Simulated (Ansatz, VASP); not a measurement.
**Two plane-wave programs on Si4C**

```xyz
5
Lattice="2.6254 1.5158 2.7588 -2.6254 1.5158 2.7588 0.0000 -3.0315 2.7588" Properties=species:S:1:pos:R:3 pbc="T T T"
Si    0.0000    0.0000    4.1382
Si    0.0000   -1.5158    1.3794
Si    1.3127    0.7579    1.3794
Si   -1.3127    0.7579    1.3794
C     0.0000    0.0000    0.0000
```

Alike in both runs: task relaxation of cell and atoms; functional PBE; k mesh 12 × 12 × 12; occupations gaussian, width 0.1 eV; no spin polarisation.

|  | VASP | Ansatz |
| --- | --- | --- |
| version | VASP 6.6.1 | Ansatz 0.2.0 |
| potentials or method | VASP PAW PBE potentials, release 64 (Si, C), cutoff 600 eV | scalar-relativistic, plane waves, PAW |
| valence electrons in the cell | 20 | 20 |

Ansatz gave:

* gap on the k mesh at the Fermi level, each at its own relaxed structure (eV): none
* relaxed volume (Å³/atom): 13.14
* relaxed length of the cell vector where the two differ most in proportion (Å): 4.090

Question: What did VASP give for the same quantities?

Answer: gap on the k mesh at the Fermi level, each at its own relaxed structure (eV): none; relaxed volume (Å³/atom): 13.13; relaxed length of the cell vector where the two differ most in proportion (Å): 4.090.

A gap of «none» marks a metal or a gap that the smearing closes.
